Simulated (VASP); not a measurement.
A run of VASP 6.6.1 is set up as follows.

Contents of INCAR:

```
SYSTEM = Tb3YPb
PREC = Accurate
ENCUT = 500
EDIFF = 1E-6
ISMEAR = 0
SIGMA = 0.2
LREAL = .False.
LASPH = .True.
NELM = 200
ALGO = Normal
ISIF = 2
LWAVE = .False.
LCHARG = .False.
GGA = PE
NBANDS = 34
GGA_COMPAT = .False.
LMAXMIX = 6
```

KPOINTS

```
regular mesh
0
Gamma
  3 3 3
  0 0 0
```

POSCAR

```
Tb3YPb
1.0
    5.8083280880      0.0000000000      0.0000000000
    0.0000000000      5.8083280880      0.0000000000
    0.0000000000      0.0000000000      5.8083280880
Tb Y Pb
3 1 1
Direct
    0.5000000000      0.0000000000      0.0000000000
    0.0000000000      0.5000000000      0.0000000000
    0.0000000000      0.0000000000      0.5000000000
    0.5000000000      0.5000000000      0.5000000000
    0.0000000000      0.0000000000      0.0000000000
```

Potentials or basis: VASP PAW PBE potentials, release 64 (Tb_3, Y_sv, Pb_d), 4f in core.

Launch:

```sh
$ cat potpaw_PBE.64/Tb_3/POTCAR potpaw_PBE.64/Y_sv/POTCAR potpaw_PBE.64/Pb_d/POTCAR > POTCAR
$ mpirun -np 1 vasp_std > vasp.out
```

(1) Predict the pressure.

(2) Predict the band gap on the k mesh.

## Answers

(1) 0.3 GPa.

(2) zero (bands 26 and 27 overlap by 0.46 eV).

Caveat: the k points lie up to 0.36 Å⁻¹ apart; spin-orbit coupling is left out, which moves the levels of the heavy elements; the 4f electrons are frozen in the core, so they carry no moment and show no levels.
